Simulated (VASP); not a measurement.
Set up this calculation in VASP 6.6.1, as the native input.

```yaml
Task: single point
Functional: PBE
Potentials_or_basis: VASP PAW PBE potentials, release 64 (Sc_sv, Al)
Cutoff: 520 eV
k_mesh: 4 × 4 × 4
Occupations: gaussian, width 0.1 eV
Spin: no spin polarisation
Dipole_correction: no
Further_INCAR_settings: ALGO = Normal; EDIFF = 1e-06; NBANDS = 32
```

The structure of Sc4Al lies in POSCAR:

```
Sc4Al
1.0
   -3.5345510000      3.5345510000      2.2365020000
    3.5345510000     -3.5345510000      2.2365020000
    3.5345510000      3.5345510000     -2.2365020000
Sc Al
4 1
Direct
    0.8008590000      0.3915540000      0.1924130000
    0.3915540000      0.1991410000      0.5906950000
    0.6084460000      0.8008590000      0.4093050000
    0.1991410000      0.6084460000      0.8075870000
    0.0000000000      0.0000000000      0.0000000000
```

The input as run:

INCAR

```
  PREC = Accurate
  ENCUT = 520
  EDIFF = 1E-6
  ISMEAR = 0
  SIGMA = 0.1
  LREAL = F
  LASPH = T
  NELM = 100
  ALGO = Normal
  ISIF = 2
  LWAVE = F
  LCHARG = F
  GGA = PE
  NBANDS = 32
```

KPOINTS

```
regular mesh
0
Gamma
  4 4 4
```

Potentials or basis: VASP PAW PBE potentials, release 64 (Sc_sv, Al).

Run with:

```console
$ cat potpaw_PBE.64/Sc_sv/POTCAR potpaw_PBE.64/Al/POTCAR > POTCAR
$ mpirun -np 1 vasp_std > vasp.out
```

It gave:

```
Pressure               : 0.0 GPa
Band gap on the k mesh : zero (an odd number of electrons rules out a gap without spin polarisation)
```

Caveat: the k points lie up to 0.42 Å⁻¹ apart, too coarse for converged energies and pressures of a metal.

Run time: 42 s on 1 thread of AMD EPYC 9R45 96-Core Processor (Zen 5), on a shared host, peak memory 0.23 GiB.
